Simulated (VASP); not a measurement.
Input of a VASP 6.6.1 run:

Contents of INCAR:

```
SYSTEM = Ta
  ALGO = Normal
  EDIFF = 1E-6
  ENCUT = 520
  GGA = PS
  ISIF = 2
  ISMEAR = 1
  IVDW = 13
  LASPH = .TRUE.
  LCHARG = .TRUE.
  LELF = .TRUE.
  LREAL = .FALSE.
  LVHAR = .TRUE.
  LWAVE = .FALSE.
  NBANDS = 12
  NELM = 60
  PREC = Accurate
  SIGMA = 0.1
```

Contents of KPOINTS:

```
k-points
0
G
  13 13 13
  0 0 0
```

Contents of POSCAR:

```
Ta
1.0
   -1.6512800000      1.6512800000      1.6512800000
    1.6512800000     -1.6512800000      1.6512800000
    1.6512800000      1.6512800000     -1.6512800000
Ta
1
Direct
    0.0000000000      0.0000000000      0.0000000000
```

Potentials or basis: VASP PAW PBE potentials, release 64 (Ta_pv).

Command:

```console
$ cat potpaw_PBE.64/Ta_pv/POTCAR > POTCAR
$ mpirun -np 1 vasp_std > vasp.out
```

Problem. Predict the pressure.

Solution. -4.5 GPa.

Problem. What does it give for the dispersion energy per atom?

Solution. -0.186 eV.

Caveat: the PAW data sets were made with another functional, which shifts forces and pressure a little; pairwise dispersion overbinds metals, which lowers pressure and volume.
